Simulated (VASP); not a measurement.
Wanted: the native input for a VASP 6.6.1 run.

* Task: single point
* Functional: LDA
* Potentials or basis: VASP PAW LDA potentials, release 64 (Ti_sv, O)
* Cutoff: 520 eV
* k mesh: 6 × 6 × 9
* Occupations: fermi-dirac, width 0.05 eV
* Spin: no spin polarisation
* Dipole correction: no
* Further INCAR settings: ALGO = Normal; EDIFF = 1e-07; NBANDS = 33

The structure of TiO2 lies in POSCAR:

```
TiO2
1.0
    4.5376697393      0.0000000000      0.0000000000
    0.0000000000      4.5376697393      0.0000000000
    0.0000000000      0.0000000000      2.9192192849
Ti O
2 4
Direct
    0.0000000000      0.0000000000      0.5000000000
    0.5000000000      0.5000000000      0.0000000000
    0.3043213200      0.3043213200      0.5000000000
    0.1956786800      0.8043213200      0.0000000000
    0.8043213200      0.1956786800      0.0000000000
    0.6956786800      0.6956786800      0.5000000000
```

One way to write it, as run:

INCAR

```
SYSTEM = TiO2
PREC = Accurate
ENCUT = 520
EDIFF = 1E-7
ISMEAR = -1
SIGMA = 0.05
LREAL = .FALSE.
LASPH = .TRUE.
NELM = 100
ALGO = Normal
ISIF = 2
LWAVE = .FALSE.
LCHARG = .FALSE.
NBANDS = 33
```

KPOINTS

```
regular mesh
0
G
  6 6 9
  0 0 0
```

Potentials or basis: VASP PAW LDA potentials, release 64 (Ti_sv, O).

Command:

```console
$ cat potpaw_LDA.64/Ti_sv/POTCAR potpaw_LDA.64/O/POTCAR > POTCAR
$ mpirun -np 1 vasp_std > vasp.out
```

It gave:

| Property | Result |
| --- | --- |
| Pressure | 2.3 GPa |
| Largest force | 0.104 eV/Å |
| Band gap on the k mesh | 1.85 eV |

Caveat: an odd mesh through Γ misses points on the zone boundary, where band edges can lie.

It took 39 s on 1 thread of Intel(R) Xeon(R) 6975P-C (Granite Rapids), with other jobs on the host, peak memory 0.2 GiB.
